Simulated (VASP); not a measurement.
Input of a VASP 6.6.1 run:

File INCAR:

```
SYSTEM = Pt
PREC = Accurate
ENCUT = 520
EDIFF = 1E-6
ISMEAR = 0
SIGMA = 0.15
LREAL = .False.
LASPH = .True.
NELM = 60
ALGO = Fast
ISIF = 2
LWAVE = .False.
LCHARG = .False.
GGA = PS
IBRION = 2
NSW = 100
EDIFFG = -0.01
```

The input KPOINTS:

```
regular mesh
0
Gamma
  14 14 14
  0 0 0
```

File POSCAR:

```
Pt
1.0
    0.0020965427      1.9412280881      1.9530593075
    1.9909636168     -0.0145952994      1.9697511496
    1.9653643853      1.9323206987      0.0110039322
Pt
1
Direct
    0.0000000000      0.0000000000      0.0000000000
```

Potentials or basis: VASP PAW PBE potentials, release 64 (Pt).

Command:

```bash
$ cat potpaw_PBE.64/Pt/POTCAR > POTCAR
$ mpirun -np 1 vasp_std > vasp.out
```

(1) Estimate the band gap on the k mesh.

Results:

(1) zero (bands 5 and 6 overlap by 2.27 eV).

Caveat: spin-orbit coupling is left out, which moves the levels of the heavy elements.
